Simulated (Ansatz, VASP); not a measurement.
SnH: VASP beside Ansatz

INCAR

```
SYSTEM = SnH
ALGO = Normal
EDIFF = 1E-6
EDIFFG = -0.04
ENCUT = 600
GGA = PE
IBRION = 2
ISIF = 3
ISMEAR = 0
LASPH = .True.
LCHARG = .False.
LREAL = .False.
LWAVE = .False.
NELM = 60
NSW = 90
PREC = Accurate
SIGMA = 0.1
```

Contents of KPOINTS:

```
k-points
0
Gamma
  6 6 4
  0 0 0
```

Contents of POSCAR:

```
SnH
1.0
    2.8696119800      0.0000000000      0.0000000000
    0.0000000000      2.8696119800      0.0000000000
    0.0000000000      0.0000000000      3.8538057300
Sn H
1 1
Direct
    0.0000000000      0.0000000000      0.0000000000
    0.5000000000      0.5000000000      0.5000000000
```

Input for Ansatz:

```yaml
crystal:
  lattice:
    - [2.86961198, 0.0, 0.0]
    - [0.0, 2.86961198, 0.0]
    - [0.0, 0.0, 3.85380573]
  atoms:
    - { symbol: Sn, position: [0.0, 0.0, 0.0] }
    - { symbol: H, position: [0.5, 0.5, 0.5] }
basis:
  ecutwfc: 420
kpoints:
  mp_grid: { grid: [6, 6, 4] }
hamiltonian:
  xc: pbe
scf:
  occupations: { method: gaussian, width: 0.1 }
  lower_state_search: "off"
output:
  forces: true
  stress: true
  eigenvalues: true
relax:
  adjacent_minimum: "off"
  f_tol: 0.04
  max_steps: 70
  cell: { stress_tol: 0.4 }
```

Change from the starting cell: species swapped into the TiHg type (P4/mmm, No. 123).

Alike in both runs: task relaxation of cell and atoms; functional PBE; k mesh 6 × 6 × 4; occupations gaussian, width 0.1 eV; no spin polarisation.

|  | VASP | Ansatz |
| --- | --- | --- |
| version | VASP 6.6.1 | Ansatz 0.2.0 |
| potentials or method | VASP PAW PBE potentials, release 64 (Sn_d, H), cutoff 600 eV | scalar-relativistic, plane waves, PAW |
| valence electrons in the cell | 15 | 15 |

VASP gave:

| Item | Value |
| --- | --- |
| gap on the k mesh at the Fermi level, each at its own relaxed structure (eV) | none |
| relaxed volume (Å³/atom) | 15.61 |
| relaxed length of the cell vector where the two differ most in proportion (Å) | 3.046 |

Task: Which values does Ansatz return?

Result: gap on the k mesh at the Fermi level, each at its own relaxed structure (eV): none; relaxed volume (Å³/atom): 15.64; relaxed length of the cell vector where the two differ most in proportion (Å): 3.049.

A gap of «none» marks a metal or a gap that the smearing closes.

The k mesh is coarse, so the values compare programs but aren't converged.
